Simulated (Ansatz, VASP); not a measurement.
## Two plane-wave programs on Zn

File INCAR:

```
SYSTEM = Zn
ALGO     = Fast           ! electronic algorithm
EDIFF    = 1E-7           ! SCF threshold, eV
ENCUT    = 520            ! plane-wave cutoff, eV
GGA      = PS             ! functional
ISIF     = 2              ! what is computed and relaxed
ISMEAR   = 0              ! smearing method
LASPH    = .True.         ! aspherical terms in the spheres
LCHARG   = .False.        ! write CHGCAR
LREAL    = .False.        ! projectors in reciprocal space
LWAVE    = .False.        ! write WAVECAR
NBANDS   = 12             ! bands
NELM     = 60             ! most SCF steps
PREC     = Accurate       ! precision mode
SIGMA    = 0.15           ! smearing width, eV
```

Contents of KPOINTS:

```
k-points
0
Gamma
  22 22 22
  0 0 0
```

File POSCAR:

```
Zn
1.0
   -1.7479171002      1.5501434052      1.5501434052
    1.5501434052     -1.7479171002      1.5501434052
    1.5501434052      1.5501434052     -1.7479171002
Zn
1
Direct
    0.0000000000      0.0000000000      0.0000000000
```

Input for Ansatz:

```yaml
crystal:
  lattice:
    - [-1.7479171002, 1.5501434052, 1.5501434052]
    - [1.5501434052, -1.7479171002, 1.5501434052]
    - [1.5501434052, 1.5501434052, -1.7479171002]
  atoms:
    - { symbol: Zn, position: [0.0, 0.0, 0.0] }
basis:
  ecutwfc: 520.0
kpoints:
  mp_grid: { grid: [22, 22, 22] }
hamiltonian:
  xc: pbesol
scf:
  occupations: { method: gaussian, width: 0.15 }
output:
  forces: true
  stress: true
  eigenvalues: true
```

Alike in both runs: task single point; functional PBEsol; k mesh 22 × 22 × 22; occupations gaussian, width 0.15 eV; no spin polarisation.

```csv
,VASP,Ansatz
version,VASP 6.6.1,Ansatz 0.2.0
potentials or method,"VASP PAW PBE potentials, release 64 (Zn), cutoff 520 eV","scalar-relativistic, plane waves, PAW"
valence electrons in the cell,12,12
```

```tsv
	VASP	Ansatz	Ansatz less VASP
gap on the k mesh at the Fermi level (eV)	none	none	-
pressure (GPa)	4.4	3.7	-0.61
traceless stress, the component that is largest in VASP (GPa)	7.80	7.62	-0.177
```

VASP's potentials were made for PBE, not for PBEsol. A gap of «none» marks a metal or a gap that the smearing closes. With one functional, cell and mesh, what is left measures potentials, basis and numerics.
